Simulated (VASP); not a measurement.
BN: single point with PBEsol

The system is BN.

```
CELL_PARAMETERS angstrom
2.30477 0.00000 0.00000
-1.15239 1.99599 0.00000
0.00000 0.00000 7.30474
ATOMIC_POSITIONS crystal
B 0.33333 0.66667 0.25000
B 0.66667 0.33333 0.75000
N 0.33333 0.66667 0.75000
N 0.66667 0.33333 0.25000
```

This cell differs from its parent crystal: volume 8.401 Å^3 an atom, c/a of the conventional cell 3.1694.

- Program: VASP 6.6.1
- Task: single point
- Functional: PBEsol
- Potentials or basis: VASP PAW PBE potentials, release 64 (B, N)
- Cutoff: 520 eV
- k mesh: 12 × 12 × 4
- Occupations: gaussian, width 0.05 eV
- Spin: no spin polarisation
- Dipole correction: no
- Further INCAR settings: ALGO = Normal; EDIFF = 1e-06; NBANDS = 16

* Pressure: 78.0 GPa
* Band gap on the k mesh: 4.30 eV, indirect (least direct gap 5.21 eV)

Stress tensor (GPa, compression positive):
```
117.18   0.00   0.00
  0.00 117.18   0.00
  0.00   0.00  -0.38
```

Levels at points of the mesh, in eV from the valence-band top:
| k point | band 4 | band 5 | band 6 | band 7 | band 8 | band 9 | band 10 | band 11 | band 12 | band 13 |
| --- | --- | --- | --- | --- | --- | --- | --- | --- | --- | --- |
| (0.00, 0.00, 0.00) | -6.12 | -0.94 | -0.94 | -0.93 | -0.93 | 4.30 | 9.02 | 13.73 | 13.73 | 13.77 |
| (0.50, 0.00, 0.00) | -9.91 | -4.50 | -4.49 | -1.46 | -0.94 | 4.72 | 5.67 | 11.52 | 12.78 | 13.08 |
| (0.00, 0.00, 0.50) | -6.76 | -0.93 | -0.93 | -0.93 | -0.93 | 6.23 | 6.23 | 13.75 | 13.75 | 13.75 |
| (0.50, 0.00, 0.50) | -9.92 | -4.49 | -4.49 | -1.20 | -1.20 | 5.10 | 5.10 | 12.33 | 12.33 | 14.27 |

Run time: 16 s on 1 thread of AMD EPYC 9R45 96-Core Processor (Zen 5), with other jobs on the host, peak memory 0.12 GiB.

Caveat: the PAW data sets were made with another functional, which shifts forces and pressure a little; this functional lacks dispersion, which binds the layers, so the pressure and a relaxed spacing across them are unreliable. A k mesh can miss the band edges.
